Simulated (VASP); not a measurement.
Wanted: the native input for a VASP 6.6.1 run.

| Property | Result |
| --- | --- |
| Task | single point |
| Functional | r2SCAN |
| Potentials or basis | VASP PAW PBE potentials, release 64 (Cu, O) |
| Cutoff | 520 eV |
| k mesh | 14 × 14 × 8 |
| Occupations | gaussian, width 0.1 eV |
| Spin | no spin polarisation |
| Dipole correction | no |
| Further INCAR settings | ALGO = Normal; EDIFF = 1e-07; NBANDS = 25 |

CuO:

```xyz
4
Lattice="2.0172 -2.1819 0.0000 2.0172 2.1819 0.0000 0.0000 0.0000 5.2238" Properties=species:S:1:pos:R:3 pbc="T T T"
Cu    1.0086    1.0909    0.0000
Cu    1.0086   -1.0909    2.6119
O     2.0172    0.0000    1.3059
O     2.0172    0.0000    3.9178
```

One way to write it, as run:

POSCAR

```
CuO
1.0
    2.0171679519     -2.1818894341      0.0000000000
    2.0171679519      2.1818894341      0.0000000000
    0.0000000000      0.0000000000      5.2237769386
Cu O
2 2
Direct
    0.0000000000      0.5000000000      0.0000000000
    0.5000000000      0.0000000000      0.5000000000
    0.5000000000      0.5000000000      0.2500000000
    0.5000000000      0.5000000000      0.7500000000
```

INCAR.step1

```
SYSTEM = CuO
  PREC = Accurate
  ENCUT = 520
  ISMEAR = 0
  SIGMA = 0.1
  LREAL = .False.
  LASPH = .True.
  NELM = 80
  NBANDS = 25
  GGA = PE
  ALGO = Normal
  EDIFF = 1E-4
  LWAVE = .True.
  LCHARG = .False.
```

INCAR.step2

```
SYSTEM = CuO
  PREC = Accurate
  ENCUT = 520
  EDIFF = 1E-7
  ISMEAR = 0
  SIGMA = 0.1
  LREAL = .False.
  LASPH = .True.
  NELM = 80
  ALGO = Normal
  ISIF = 2
  LWAVE = .False.
  LCHARG = .True.
  METAGGA = R2SCAN
  LMIXTAU = .True.
  LELF = .True.
  LVHAR = .True.
  NBANDS = 25
  ISTART = 1
```

KPOINTS

```
regular mesh
0
Gamma
  14 14 8
  0 0 0
```

Potentials or basis: VASP PAW PBE potentials, release 64 (Cu, O).

Run with:

```console
$ cat potpaw_PBE.64/Cu/POTCAR potpaw_PBE.64/O/POTCAR > POTCAR
$ cp INCAR.step1 INCAR
$ mpirun -np 1 vasp_std > vasp.out
$ cp INCAR.step2 INCAR
$ mpirun -np 1 vasp_std > vasp.out
```

Results of the run:

- Pressure: -9.5 GPa
- Band gap on the k mesh: zero (band 17 reaches 4.78 eV, above the bottom of band 18 at 3.73 eV)

Caveat: the PAW data sets were made with another functional, which shifts forces and pressure a little; semilocal functionals often make such compounds metallic where correlation or magnetic order opens a gap, which also shifts bond lengths.

Wall time 8.5 min on 1 thread of Intel(R) Xeon(R) Platinum 8488C (Sapphire Rapids), on a shared host, peak memory 0.38 GiB.
